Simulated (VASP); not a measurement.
Here is a VASP 6.6.1 calculation.

INCAR

```
ALGO = Normal
EDIFF = 1E-6
ENCUT = 520
ISIF = 2
ISMEAR = 0
LASPH = True
LCHARG = False
LREAL = False
LWAVE = False
NBANDS = 15
NELM = 100
PREC = Accurate
SIGMA = 0.05
```

The input KPOINTS:

```
k-points
0
Gamma
  8 8 8
```

File POSCAR:

```
BaTe
1.0
    3.9108466897      0.0000000000      0.0000000000
    0.0000000000      3.9108466897      0.0000000000
    0.0000000000      0.0000000000      4.3225147623
Ba Te
1 1
Direct
    0.0000000000      0.0000000000      0.0000000000
    0.5000000000      0.5000000000      0.5000000000
```

Potentials or basis: VASP PAW LDA potentials, release 64 (Ba_sv, Te).

Run with:

```console
$ cat potpaw_LDA.64/Ba_sv/POTCAR potpaw_LDA.64/Te/POTCAR > POTCAR
$ mpirun -np 1 vasp_std > vasp.out
```

Task: What does it give for the band gap on the k mesh?

Result: Zero (band 8 reaches 5.29 eV, above the bottom of band 9 at 5.01 eV).

Task: What does it give for the pressure?

Result: 3.1 GPa.

Stress tensor (GPa, compression positive):
```
 5.71  0.00  0.00
 0.00  5.71  0.00
 0.00  0.00 -2.05
```

Caveat: the cell differs from its parent crystal (strain -0.050 along x and y, +0.050 along z); spin-orbit coupling is left out, which moves the levels of the heavy elements.
